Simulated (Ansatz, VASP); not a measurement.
# Two plane-wave programs on Mo

Contents of INCAR:

```
PREC = Accurate ; ENCUT = 520
EDIFF = 1E-6 ; ISMEAR = 0
SIGMA = 0.05 ; LREAL = F
LASPH = T ; NELM = 60
ALGO = Normal ; ISIF = 2
LWAVE = F ; LCHARG = F
GGA = PE ; NBANDS = 13
```

KPOINTS

```
Automatic mesh
0
Gamma
  16 16 16
```

The input POSCAR:

```
Mo
1.0
   -1.5734150000      1.5734150000      1.5734150000
    1.5734150000     -1.5734150000      1.5734150000
    1.5734150000      1.5734150000     -1.5734150000
Mo
1
Direct
    0.0000000000      0.0000000000      0.0000000000
```

Input for Ansatz:

```yaml
crystal:
  lattice:
    - [-1.573415, 1.573415, 1.573415]
    - [1.573415, -1.573415, 1.573415]
    - [1.573415, 1.573415, -1.573415]
  atoms:
    - { symbol: Mo, position: [0.0, 0.0, 0.0] }
basis:
  ecutwfc: 420
  fft_grid_basis: typed
kpoints:
  mp_grid: { grid: [16, 16, 16] }
hamiltonian:
  xc: pbe
scf:
  occupations: { method: gaussian, width: 0.05 }
output:
  forces: true
  stress: true
  eigenvalues: true
  bader: true
  write_density: true
  volumetric_format: npy
  elf: true
```

Alike in both runs: task single point; functional PBE; k mesh 16 × 16 × 16; occupations gaussian, width 0.05 eV; no spin polarisation.

|  | VASP | Ansatz |
| --- | --- | --- |
| version | VASP 6.6.1 | Ansatz 0.2.0 |
| potentials or method | VASP PAW PBE potentials, release 64 (Mo_sv), cutoff 520 eV | scalar-relativistic, plane waves, PAW |
| valence electrons in the cell | 14 | 14 |

```csv
,VASP,Ansatz,Ansatz less VASP
gap on the k mesh at the Fermi level (eV),none,none,-
pressure (GPa),3.9,3.4,-0.55
```

A gap of «none» marks a metal or a gap that the smearing closes. With one functional, cell and mesh, what is left measures potentials, basis and numerics.
